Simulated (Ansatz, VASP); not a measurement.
## Ru: VASP beside Ansatz

The input INCAR:

```
PREC = Accurate ; ENCUT = 520
EDIFF = 1E-6 ; ISMEAR = 0
SIGMA = 0.15 ; LREAL = F
LASPH = T ; NELM = 80
ALGO = Fast ; ISIF = 2
LWAVE = F ; LCHARG = T
LELF = T ; LVHAR = T
NBANDS = 21
```

File KPOINTS:

```
Automatic mesh
0
Gamma
  21 21 10
```

Contents of POSCAR:

```
Ru
1.0
    2.6740588025      0.0000000000      0.0000000000
   -1.3370294013      2.3158028542      0.0000000000
    0.0000000000      0.0000000000      4.2267610266
Ru
2
Direct
    0.3011226655      0.7069550702      0.2500000000
    0.6988773345      0.2930449298      0.7500000000
```

Input for Ansatz:

```yaml
crystal:
  lattice:
    - [2.6740588025, 0.0, 0.0]
    - [-1.3370294013, 2.3158028542, 0.0]
    - [0.0, 0.0, 4.2267610266]
  atoms:
    - { symbol: Ru, position: [0.3011226655, 0.7069550702, 0.25] }
    - { symbol: Ru, position: [0.6988773345, 0.2930449298, 0.75] }
basis:
  ecutwfc: 420
kpoints:
  mp_grid: { grid: [21, 21, 10] }
hamiltonian:
  xc: lda
  pseudopotentials: { kind: paw, azcp: { folder: soft_1 } }
scf:
  occupations: { method: gaussian, width: 0.15 }
output:
  forces: true
  stress: true
  eigenvalues: true
  write_density: true
  write_potential: true
  elf: true
  volumetric_format: npy
```

Change from the starting cell: mode 4 frozen in at -0.140 Å and mode 5 at +0.093 Å (largest displacements).

Alike in both runs: task single point; functional LDA; k mesh 21 × 21 × 10; occupations gaussian, width 0.15 eV; no spin polarisation.

```csv
,VASP,Ansatz
version,VASP 6.6.1,Ansatz 0.2.0
potentials or method,"VASP PAW LDA potentials, release 64 (Ru_pv), cutoff 520 eV","scalar-relativistic, plane waves, PAW"
valence electrons in the cell,28,32
```

VASP gave:

* gap on the k mesh at the Fermi level (eV): none
* pressure (GPa): 6.4
* traceless stress, the component that is largest in VASP (GPa): 8.11
* rms of the force components (eV/Å): 1.479

Question: What did Ansatz give for the same quantities?

Answer: gap on the k mesh at the Fermi level (eV): none; pressure (GPa): 5.4; traceless stress, the component that is largest in VASP (GPa): 8.01; rms of the force components (eV/Å): 1.481.

Ansatz warns that its potentials were made for another functional, while VASP's fit it. LDA's correlation is that of Perdew and Zunger in VASP and of Perdew and Wang (1992) in Ansatz. Atom by atom the forces differ by 0.002 eV/Å (rms over components). A gap of «none» marks a metal or a gap that the smearing closes. VASP's potentials hold 28 valence electrons a cell and Ansatz's 32, so a difference there can come from the potentials and not from the codes.
